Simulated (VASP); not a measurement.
Set up this calculation in VASP 6.6.1, as the native input.

* Task: single point
* Functional: PBE
* Potentials or basis: VASP PAW PBE potentials, release 64 (Hf_pv)
* Cutoff: 520 eV
* k mesh: 16 × 16 × 10
* Occupations: gaussian, width 0.1 eV
* Spin: no spin polarisation
* Dipole correction: no
* Further INCAR settings: ALGO = Fast; EDIFF = 1e-06; NBANDS = 17

The structure of Hf lies in POSCAR:

```
Hf
1.0
    2.9596143080      0.0000000000      0.0000000000
   -1.4798071540      2.5631011761      0.0000000000
    0.0000000000      0.0000000000      4.7464381747
Hf
2
Direct
    0.3333333333      0.6666666667      0.2500000000
    0.6666666667      0.3333333333      0.7500000000
```

These files were run (other wordings do the same):

INCAR

```
SYSTEM = Hf
ALGO = Fast
EDIFF = 1E-6
ENCUT = 520
GGA = PE
ISIF = 2
ISMEAR = 0
LASPH = .TRUE.
LCHARG = .FALSE.
LREAL = .FALSE.
LWAVE = .FALSE.
NBANDS = 17
NELM = 100
PREC = Accurate
SIGMA = 0.1
```

KPOINTS

```
k-points
0
G
  16 16 10
  0 0 0
```

Potentials or basis: VASP PAW PBE potentials, release 64 (Hf_pv).

Command:

```bash
$ cat potpaw_PBE.64/Hf_pv/POTCAR > POTCAR
$ mpirun -np 1 vasp_std > vasp.out
```

Results of the run:

| Property | Result |
| --- | --- |
| Pressure | 34.5 GPa |
| Band gap on the k mesh | zero (band 10 reaches 7.80 eV, above the bottom of band 11 at 6.13 eV) |

Caveat: spin-orbit coupling is left out, which moves the levels of the heavy elements.

Run time: 43 s on 1 thread of Intel Xeon 6975P-C (shared host), peak memory 0.22 GiB.
